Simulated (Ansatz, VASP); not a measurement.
## Two plane-wave programs on NaH

Contents of POSCAR:

```
NaH
1.0
    2.9869336829      0.0000000000      0.0000000000
    0.0000000000      2.9869336829      0.0000000000
    0.0000000000      0.0000000000      2.9479954612
Na H
1 1
Direct
    0.0000000000      0.0000000000      0.0000000000
    0.5000000000      0.5000000000      0.5000000000
```

File INCAR.step1:

```
SYSTEM = NaH
PREC = Accurate
ENCUT = 520
ISMEAR = 0
SIGMA = 0.01
LREAL = .False.
LASPH = .True.
NELM = 100
NBANDS = 11
GGA = PE
ALGO = Normal
EDIFF = 1E-4
LWAVE = .True.
LCHARG = .False.
```

The input INCAR.step2:

```
SYSTEM = NaH
PREC = Accurate
ENCUT = 520
EDIFF = 1E-6
ISMEAR = 0
SIGMA = 0.01
LREAL = .False.
LASPH = .True.
NELM = 100
ALGO = Normal
ISIF = 2
LWAVE = .False.
LCHARG = .False.
METAGGA = R2SCAN
LMIXTAU = .True.
NBANDS = 11
ISTART = 1
```

Contents of KPOINTS:

```
regular mesh
0
Gamma
  8 8 8
  0 0 0
```

Input for Ansatz:

```yaml
crystal:
  lattice:
    - [2.9869336829, 0.0, 0.0]
    - [0.0, 2.9869336829, 0.0]
    - [0.0, 0.0, 2.9479954612]
  atoms:
    - { symbol: Na, position: [0.0, 0.0, 0.0] }
    - { symbol: H, position: [0.5, 0.5, 0.5] }
kpoints:
  mp_grid: { grid: [8, 8, 8] }
  band_path:
    path: [[0.0, 0.0, 0.0], [0.0, 0.5, 0.0], [0.5, 0.5, 0.0], [0.5, 0.5, 0.5]]
    npoints: 1
hamiltonian:
  xc: r2scan
scf:
  occupations: { method: fixed }
  n_extra_bands: 4
output:
  forces: true
  stress: true
  eigenvalues: true
```

Change from the starting cell: epitaxial_xy strain +1.9%.

Alike in both runs: task single point; functional r2SCAN; k mesh 8 × 8 × 8; no spin polarisation.

```csv
,VASP,Ansatz
version,VASP 6.6.1,Ansatz 0.2.0
potentials or method,"VASP PAW PBE potentials, release 64 (Na_pv, H)","plane waves, PAW"
plane-wave cutoff (eV),520,500
occupations,"gaussian, width 0.01 eV",fixed
valence electrons in the cell,8,10
```

|  | VASP | Ansatz | Ansatz less VASP |
| --- | --- | --- | --- |
| gap on the k mesh at the Fermi level (eV) | 1.56 | 1.55 | -0.011 |
| pressure (GPa) | -1.3 | -1.0 | +0.32 |
| traceless stress, the component that is largest in VASP (GPa) | 1.03 | 1.00 | -0.028 |

VASP's potentials were made for PBE, not for r2SCAN. VASP's potentials hold 8 valence electrons a cell and Ansatz's 10, so a difference there can come from the potentials and not from the codes.
